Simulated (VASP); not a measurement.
Set up this calculation in VASP 6.6.1, as the native input.

```yaml
Task: single point
Functional: PBE
Potentials_or_basis: VASP PAW PBE potentials, release 64 (Cd, S)
Cutoff: 500 eV
k_mesh: 1 × 1 × 1, shifted
Occupations: gaussian, width 0.01 eV
Spin: no spin polarisation
Hubbard_terms: Cd d U = 0.75 eV
Dipole_correction: no
Further_INCAR_settings: ALGO = Normal; EDIFF = 1e-06; NBANDS = 16
```

The structure of CdS lies in POSCAR:

```
CdS
1.0
    0.0000000000      2.9429534649      2.9429534649
    2.9429534649      0.0000000000      2.9429534649
    2.9429534649      2.9429534649      0.0000000000
Cd S
1 1
Direct
    0.0000000000      0.0000000000      0.0000000000
    0.2500000000      0.2500000000      0.2500000000
```

One way to write it, as run:

INCAR

```
PREC = Accurate ; ENCUT = 500
EDIFF = 1E-6 ; ISMEAR = 0
SIGMA = 0.01 ; LREAL = F
LASPH = T ; NELM = 200
ALGO = Normal ; ISIF = 2
LWAVE = F ; LCHARG = T
LDAU = T ; LDAUTYPE = 2
LDAUL = 2 -1 ; LDAUU = 0.75 0
LDAUJ = 0 0 ; LDAUPRINT = 1
GGA = PE ; LELF = T
LVHAR = T ; NBANDS = 16
GGA_COMPAT = F
```

KPOINTS

```
Automatic mesh
0
Gamma
  1 1 1
  0.5 0.5 0.5
```

Potentials or basis: VASP PAW PBE potentials, release 64 (Cd, S).

Run with:

```console
$ cat potpaw_PBE.64/Cd/POTCAR potpaw_PBE.64/S/POTCAR > POTCAR
$ mpirun -np 1 vasp_std > vasp.out
```

It gave:

- Pressure: 4.8 GPa
- Band gap on the k mesh: 3.54 eV

Caveat: the k points lie up to 1.85 Å⁻¹ apart.

Run time: 5.6 s on 1 thread of Intel Xeon 6975P-C (shared host), peak memory 0.16 GiB.
